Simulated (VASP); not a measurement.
A run of VASP 6.6.1:

The input INCAR:

```
SYSTEM = Ru
ALGO     = Fast           ! electronic algorithm
DIPOL    = 0.5 0.5 0.500
EDIFF    = 1E-7           ! SCF threshold, eV
EDIFFG   = -0.03          ! ionic threshold
ENCUT    = 520            ! plane-wave cutoff, eV
GGA      = PS             ! functional
IBRION   = 2              ! ionic algorithm
IDIPOL   = 3            
ISIF     = 2              ! what is computed and relaxed
ISMEAR   = 0              ! smearing method
LASPH    = .True.         ! aspherical terms in the spheres
LCHARG   = .False.        ! write CHGCAR
LDIPOL   = .True.       
LREAL    = .False.        ! projectors in reciprocal space
LWAVE    = .False.        ! write WAVECAR
NELM     = 80             ! most SCF steps
NSW      = 90             ! ionic steps
PREC     = Accurate       ! precision mode
SIGMA    = 0.1            ! smearing width, eV
```

The input KPOINTS:

```
k-points
0
Gamma
  12 12 1
  0 0 0
```

Contents of POSCAR:

```
Ru
1.0
    2.6895240001      0.0000000000      0.0000000000
   -1.3447620000      2.3291961082      0.0000000000
    0.0000000000      0.0000000000     23.3778814290
Ru
4
Selective dynamics
Direct
    0.6666666667      0.3333333333      0.3635915438  F F F
    0.3333333333      0.6666666667      0.4545305146  F F F
    0.6666666667      0.3333333333      0.5454694854  T T T
    0.3333333333      0.6666666667      0.6364084562  T T T
```

Potentials or basis: VASP PAW PBE potentials, release 64 (Ru_pv).

The run is started by

```console
$ cat potpaw_PBE.64/Ru_pv/POTCAR > POTCAR
$ mpirun -np 1 vasp_std > vasp.out
```

Hardware: 1 thread of Oxide Virtual Turin-like Processor, with other jobs on the host.

Task: Estimate the wall time of this run.

Result: It took 7.6 min on 1 thread of Oxide Virtual Turin-like Processor, on a shared host, peak memory 0.26 GiB. Counts: scf iterations 100, k points 19, ion steps 6.
